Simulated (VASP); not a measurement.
# NaI in VASP: a series of runs

The runs below take NaI through single point, relaxation of cell and atoms, with PBE.

Everything below comes from runs of VASP 6.6.1. Logs are shortened: lines on timing, memory, paths and dates and some standing lists are left out, and cuts for length are marked.

**1. The cell of the first run**

The structure is trigonal, space group R-3m (No. 166). Conventional cell: a = 3.987 Å, b = 3.987 Å, c = 15.255 Å, α = 90.00°, β = 90.00°, γ = 120.00°. Na (site symmetry -3m) has 6 I at 3.43 Å and 6 Na at 3.99 Å within 4.5 Å. I (site symmetry -3m) has 6 Na at 3.43 Å and 6 I at 3.99 Å within 4.5 Å.

**2. Single point, PBE**

The input, INCAR:

```
ALGO = Normal
EDIFF = 1E-6
ENCUT = 520
GGA = PE
ISIF = 2
ISMEAR = 0
LASPH = True
LCHARG = True
LELF = True
LREAL = False
LVHAR = True
LWAVE = False
NBANDS = 14
NELM = 100
PREC = Accurate
SIGMA = 0.1
```

The input, KPOINTS:

```
k-points
0
Gamma
  6 6 6
```

The input, POSCAR:

```
NaI
1.0
    1.9934386800      1.1509123600      5.0848822700
   -1.9934386800      1.1509123600      5.0848822700
    0.0000000000     -2.3018247200      5.0848822700
Na I
1 1
Direct
    0.5000000000      0.5000000000      0.5000000000
    0.0000000000      0.0000000000      0.0000000000
```

Potentials or basis: VASP PAW PBE potentials, release 64 (Na_pv, I).

Command:

```bash
$ cat potpaw_PBE.64/Na_pv/POTCAR potpaw_PBE.64/I/POTCAR > POTCAR
$ mpirun -np 1 vasp_std > vasp.out
```

OUTCAR:

```text
EDIFF = 1E-6
   ENCUT = 520
   GGA = PE
   ISIF = 2
   ISMEAR = 0
   LASPH = True
   LREAL = False
   NELM = 100
   PREC = Accurate

 ion  position               nearest neighbor table
   1  0.500  0.500  0.500-
   2  0.000  0.000  0.000-

  LATTYP: Found a trigonal (rhomboedric) cell.
 ALAT       =     5.5816148856
 COS(alpha) =     0.7448967322

  Lattice vectors:

 A1 = (   1.9934386800,   1.1509123600,   5.0848822700)
 A2 = (  -1.9934386800,   1.1509123600,   5.0848822700)
 A3 = (   0.0000000000,  -2.3018247200,   5.0848822700)

Analysis of symmetry for initial positions (statically):
=====================================================================
 Subroutine PRICEL returns:
 Original cell was already a primitive cell.

 Routine SETGRP: Setting up the symmetry group for a
 trigonal (rhombohedral) supercell.

 Subroutine GETGRP returns: Found 12 space group operations
 (whereof 12 operations were pure point group operations)
 out of a pool of 12 trial point group operations.

The static configuration has the point symmetry D_3d.

Analysis of symmetry for dynamics (positions and initial velocities):
=====================================================================
 Subroutine PRICEL returns:
 Original cell was already a primitive cell.

 Routine SETGRP: Setting up the symmetry group for a
 trigonal (rhombohedral) supercell.

 Subroutine GETGRP returns: Found 12 space group operations
 (whereof 12 operations were pure point group operations)
 out of a pool of 12 trial point group operations.

The dynamic configuration has the point symmetry D_3d.

 Subroutine INISYM returns: Found 12 space group operations
 (whereof 12 operations are pure point group operations),
 and found     1 'primitive' translations

----------------------------------------------------------------------------------------

                                     Primitive cell

  volume of cell :      69.9967

  direct lattice vectors                    reciprocal lattice vectors
     1.993438680  1.150912360  5.084882270     0.250822865  0.144812648  0.065553796
    -1.993438680  1.150912360  5.084882270    -0.250822865  0.144812648  0.065553796
     0.000000000 -2.301824720  5.084882270     0.000000000 -0.289625296  0.065553796

  length of vectors
     5.581614886  5.581614886  5.581614887     0.296951364  0.296951364  0.296951364

  position of ions in fractional coordinates (direct lattice)
     0.500000000  0.500000000  0.500000000
     0.000000000  0.000000000  0.000000000

  ion indices of the primitive-cell ions
   primitive index   ion index
                 1           1
                 2           2

----------------------------------------------------------------------------------------

 KPOINTS: k-points

Automatic generation of k-mesh.
 Grid dimensions read from file:
 generate k-points for:    6    6    6

 Generating k-lattice:

  Cartesian coordinates                     Fractional coordinates (reciprocal lattice)
     0.041803811  0.024135441  0.010925633     0.166666667  0.000000000  0.000000000
    -0.041803811  0.024135441  0.010925633     0.000000000  0.166666667  0.000000000
     0.000000000 -0.048270883  0.010925633     0.000000000  0.000000000  0.166666667

  Length of vectors
     0.049491894  0.049491894  0.049491894

  Shift w.r.t. Gamma in fractional coordinates (k-lattice)
     0.000000000  0.000000000  0.000000000

 Subroutine IBZKPT returns following result:
 ===========================================

 Found     32 irreducible k-points:

 Following reciprocal coordinates:
            Coordinates               Weight
  0.000000  0.000000  0.000000      1.000000
  0.166667  0.000000  0.000000      6.000000
  0.333333  0.000000  0.000000      6.000000
  0.500000  0.000000  0.000000      3.000000
  0.166667  0.166667  0.000000      6.000000
  0.333333  0.166667  0.000000     12.000000
[... 16 lines left out ...]
  0.500000  0.500000  0.166667      6.000000
 -0.333333  0.500000  0.166667     12.000000
 [... further k-points ...]
   k-points           NKPTS =     32   k-points in BZ     NKDIM =     32   number of bands    NBANDS=     14
   number of dos      NEDOS =    301   number of ions     NIONS =      2
   total plane-waves  NPLWV =  74088
   dimension x,y,z NGX =    42 NGY =   42 NGZ =   42
   dimension x,y,z NGXF=    84 NGYF=   84 NGZF=   84
   ions per type =               1   1
   NGX,Y,Z   is equivalent  to a cutoff of  12.51, 12.51, 12.51 a.u.
   NGXF,Y,Z  is equivalent  to a cutoff of  25.02, 25.02, 25.02 a.u.
 SYSTEM =  unknown system
   PREC   = accura    normal or accurate (medium, high low for compatibility)
   ISTART =      0    job   : 0-new  1-cont  2-samecut
   ICHARG =      2    charge: 1-file 2-atom 10-const
   ISPIN  =      1    spin polarized calculation?
   LNONCOLLINEAR =      F non collinear calculations
   LSORBIT =      F    spin-orbit coupling
   LASPH  =      T    aspherical Exc in radial PAW
   ENCUT  =  520.0 eV  38.22 Ry    6.18 a.u.  10.38 10.38 10.38*2*pi/ulx,y,z
   NELM   =    100;   NELMIN=  2; NELMDL= -5     # of ELM steps
   EDIFF  = 0.1E-05   stopping-criterion for ELM
   LREAL  =      F    real-space projection
   EDIFFG = 0.1E-04   stopping-criterion for IOM
   NSW    =      0    number of steps for IOM
   IBRION =     -1    ionic relax: 0-MD 1-quasi-New 2-CG
   NFREE  =      0    steps in history (QN), initial steepest desc. (CG)
   ISIF   =      2    stress and relaxation
   ISYM   =      2    0-nonsym 1-usesym 2-fastsym
   POTIM  = 0.5000    time-step for ionic-motion
   TEBEG  =    0.0;   TEEND  =   0.0 temperature during run
   PSTRESS=    0.0 pullay stress
   NELECT =      14.0000    total number of electrons
   NUPDOWN=      -1.0000    fix difference up-down
   EMIN   =  10.00;   EMAX   =-10.00  energy-range for DOS
   EFERMI =   0.00;   METHOD = LEGACY
   ISMEAR =     0;   SIGMA  =   0.10  broadening in eV -4-tet -1-fermi 0-gaus
   EFERMI_NEDOS =   21; number of points for ismear=-14 and -15
   IALGO  =     38    algorithm
   IMIX   =      4    mixing-type and parameters
     AMIX     =   0.40;   BMIX     =  1.00
     AMIX_MAG =   1.60;   BMIX_MAG =  1.00
  volume/ion in A,a.u.               =      35.00       236.18
  Fermi-wavevector in a.u.,A,eV,Ry     =   0.957396  1.809217 12.471205  0.916608
  Thomas-Fermi vector in A             =   2.086411
   LORBIT       =      0    0 simple, 1 ext, 2 COOP (PROOUT), +10 PAW based schemes
   GGA     = PE    functional components
   LHFCALC =     F    Hartree Fock is set to
   AEXX    =    0.0000 exact exchange contribution
   IVDW    =     0    specifies the selected vdW correction
   LEPSILON=     F    determine dielectric tensor
   LRPA    =     F    only Hartree local field effects (RPA)
 non-spin polarized calculation
 Gauss-broadening in eV      SIGMA  =   0.10
  energy-cutoff  :      520.00
  volume of cell :       70.00
 maximum number of plane-waves:      1921
 NGX is ok and might be reduce to    42
   NGX = 21   NGY = 21   NGZ = 21

 number of electron      14.0000005 magnetization

 Free energy of the ion-electron system (eV)
  ---------------------------------------------------
  ext. energy  EPLUGINS =         0.00000000
  ---------------------------------------------------
  free energy    TOTEN  =        -4.76364641 eV

  energy without entropy =       -4.76364641  energy(sigma->0) =       -4.76364641

 E-fermi :   2.5010     XC(G=0):  -7.5997

 val. band max:        2.1199754322   @ k =   0.0000   0.0000   0.0000
 cond. band min:       2.8639509370   @ k =   0.0000   0.0000   0.0000
 fundamental gap:      0.7439755048
 Fermi energy:         2.5009589394

 k-point     1 :       0.0000    0.0000    0.0000
  band No.  band energies     occupation
      1     -22.3873      2.00000
      2     -22.3873      2.00000
      3     -22.3232      2.00000
      4     -10.0392      2.00000
      5      -0.4452      2.00000
      6       2.1200      2.00000
      7       2.1200      2.00000
      8       2.8640      0.00000
      9       8.1617      0.00000
     10      10.6823      0.00000
     11      10.6823      0.00000
     12      10.8930      0.00000
     13      11.6249      0.00000
     14      11.6249      0.00000

 k-point     2 :       0.1667    0.0000    0.0000
  band No.  band energies     occupation
      1     -22.3905      2.00000
      2     -22.3880      2.00000
      3     -22.3227      2.00000
      4      -9.9009      2.00000
      5      -0.3432      2.00000
      6       0.9610      2.00000
      7       1.9045      2.00000
      8       3.5109      0.00000
      9       8.7613      0.00000
     10       8.9222      0.00000
     11      10.0694      0.00000
     12      10.5717      0.00000
     13      11.6366      0.00000
     14      11.8825      0.00000

 k-point     3 :       0.3333    0.0000    0.0000
  band No.  band energies     occupation
      1     -22.3969      2.00000
      2     -22.3896      2.00000
      3     -22.3218      2.00000
      4      -9.5948      2.00000
      5      -0.5900      2.00000
      6      -0.0276      2.00000
      7       1.5274      2.00000
      8       4.5294      0.00000
      9       7.2655      0.00000
     10       8.1250      0.00000
     11       9.7143      0.00000
     12      10.1634      0.00000
     13      11.3741      0.00000
     14      13.1089      0.00000
[... 324 lines left out ...]
 k-point    23 :       0.5000    0.5000    0.1667
  band No.  band energies     occupation
      1     -22.3968      2.00000
      2     -22.3896      2.00000
      3     -22.3222      2.00000
      4      -9.5703      2.00000
      5      -0.6782      2.00000
      6      -0.3849      2.00000
      7       1.4709      2.00000
      8       5.3637      0.00000
      9       7.6563      0.00000
     10       8.1682      0.00000
     11       9.9622      0.00000
     12      11.3922      0.00000
     13      11.9511      0.00000
     14      12.3576      0.00000

 k-point    24 :      -0.3333    0.5000    0.1667
  band No.  band energies     occupation
      1     -22.3983      2.00000
      2     -22.3920      2.00000
      3     -22.3216      2.00000
      4      -9.4144      2.00000
      5      -0.7648      2.00000
      6      -0.2345      2.00000
      7       0.6750      2.00000
      8       5.3248      0.00000
      9       7.4452      0.00000
     10       8.3341      0.00000
     11       9.8876      0.00000
     12      10.2395      0.00000
     13      11.8128      0.00000
     14      12.3471      0.00000

 [... further k-points ...]
[... 5 lines left out ...]
  --------------------------------------------------------------------------------------
  -------------------------------------------------------------------------------------
  Total        1.7938087      1.7938087     -3.3054436      0.0000000     -0.0000000      0.0000000
  in kB       41.0590986     41.0590987    -75.6594261      0.0000000     -0.0000000      0.0000000
  external PRESSURE =       2.1529237 kB  Pullay stress =       0.0000000 kB

 VOLUME and BASIS-vectors are now :
 -----------------------------------------------------------------------------
  energy-cutoff  :      520.00
  volume of cell :       70.00
      direct lattice vectors                 reciprocal lattice vectors
     1.993438680  1.150912360  5.084882270     0.250822865  0.144812648  0.065553796
    -1.993438680  1.150912360  5.084882270    -0.250822865  0.144812648  0.065553796
     0.000000000 -2.301824720  5.084882270     0.000000000 -0.289625296  0.065553796

 POSITION                                       TOTAL-FORCE (eV/Angst)
 -----------------------------------------------------------------------------------
      0.00000      0.00000      7.62732        -0.000000      0.000000      0.000000
      0.00000      0.00000      0.00000         0.000000     -0.000000     -0.000000
 -----------------------------------------------------------------------------------
    total drift:                                0.000000      0.000000     -0.000000

  FREE ENERGIE OF THE ION-ELECTRON SYSTEM (eV)
  ---------------------------------------------------
  free  energy   TOTEN  =        -4.7636464072 eV

  energy  without entropy=       -4.7636464062  energy(sigma->0) =       -4.76364641
```

Run time: 72 s. Hardware: 1 thread of AMD EPYC 7R43 (Zen 3), shared host; peak memory 0.21 GiB.

What came out:

```
Free energy            : -4.7636 eV
Pressure               : 0.2 GPa
Band gap on the k mesh : 0.74 eV, direct
```

Stress tensor (GPa, compression positive):
```
 4.11  0.00  0.00
 0.00  4.11  0.00
 0.00  0.00 -7.57
```

Caveat: spin-orbit coupling is left out, which moves the levels of the heavy elements.

(Part 1 of 2 ends here.)
